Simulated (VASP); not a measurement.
A run of VASP 6.6.1 is set up as follows.

The input POSCAR:

```
Mg
1.0
    3.0784702614      0.0000000000      0.0000000000
   -1.5392351307      2.6660334512      0.0000000000
    0.0000000000      0.0000000000      5.1702731020
Mg
2
Direct
    0.6666666667      0.3333333333      0.2500000000
    0.3333333333      0.6666666667      0.7500000000
```

Contents of INCAR.step1:

```
PREC = Accurate
ENCUT = 520
ISMEAR = 0
SIGMA = 0.1
LREAL = F
LASPH = T
NELM = 100
NBANDS = 9
GGA = PE
ALGO = Normal
EDIFF = 1E-4
LWAVE = T
LCHARG = F
```

The input INCAR.step2:

```
PREC = Accurate
ENCUT = 520
EDIFF = 1E-7
ISMEAR = 0
SIGMA = 0.1
LREAL = F
LASPH = T
NELM = 100
ALGO = Normal
ISIF = 2
LWAVE = F
LCHARG = F
METAGGA = R2SCAN
LMIXTAU = T
NBANDS = 9
ISTART = 1
```

KPOINTS

```
Automatic mesh
0
Gamma
  12 12 7
```

Potentials or basis: VASP PAW PBE potentials, release 64 (Mg).

The run is started by

```sh
$ cat potpaw_PBE.64/Mg/POTCAR > POTCAR
$ cp INCAR.step1 INCAR
$ mpirun -np 1 vasp_std > vasp.out
$ cp INCAR.step2 INCAR
$ mpirun -np 1 vasp_std > vasp.out
```

Q: Estimate the pressure.

A: 2.5 GPa.

Q: Predict the band gap on the k mesh.

A: Zero (band 2 reaches 4.18 eV, above the bottom of band 3 at 1.54 eV).

Stress tensor (GPa, compression positive):
```
 3.92  0.00  0.00
 0.00  3.92  0.00
 0.00  0.00 -0.29
```

Caveat: the PAW data sets were made with another functional, which shifts forces and pressure a little.
